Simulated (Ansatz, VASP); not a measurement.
## BAs in VASP and in Ansatz

```
B As
1.0
     0.00000    2.38850    2.19742
     2.38850    0.00000    2.19742
     2.38850    2.38850    0.00000
B As
1 1
Cartesian
  0.0000 0.0000 0.0000
  3.5827 3.5827 3.2961
```

Change from the starting cell: strain +0.000 along x and y, -0.080 along z, atoms carried along.

Alike in both runs: task single point; functional PBE; k mesh 10 × 10 × 10; occupations gaussian, width 0.05 eV; no spin polarisation.

|  | VASP | Ansatz |
| --- | --- | --- |
| version | VASP 6.6.1 | Ansatz 0.2.0 |
| potentials or method | VASP PAW PBE potentials, release 64 (B, As), cutoff 520 eV | scalar-relativistic, plane waves, PAW |
| valence electrons in the cell | 8 | 18 |

VASP gave:

```
gap on the k mesh at the Fermi level (eV)                     : none
pressure (GPa)                                                : 17.6
traceless stress, the component that is largest in VASP (GPa) : 10.35
```

Estimate Ansatz's values.

gap on the k mesh at the Fermi level (eV): none; pressure (GPa): 16.6; traceless stress, the component that is largest in VASP (GPa): 10.44.

A gap of «none» marks a metal or a gap that the smearing closes. With one functional, cell and mesh, what is left measures potentials, basis and numerics. VASP's potentials hold 8 valence electrons a cell and Ansatz's 18, so a difference there can come from the potentials and not from the codes.
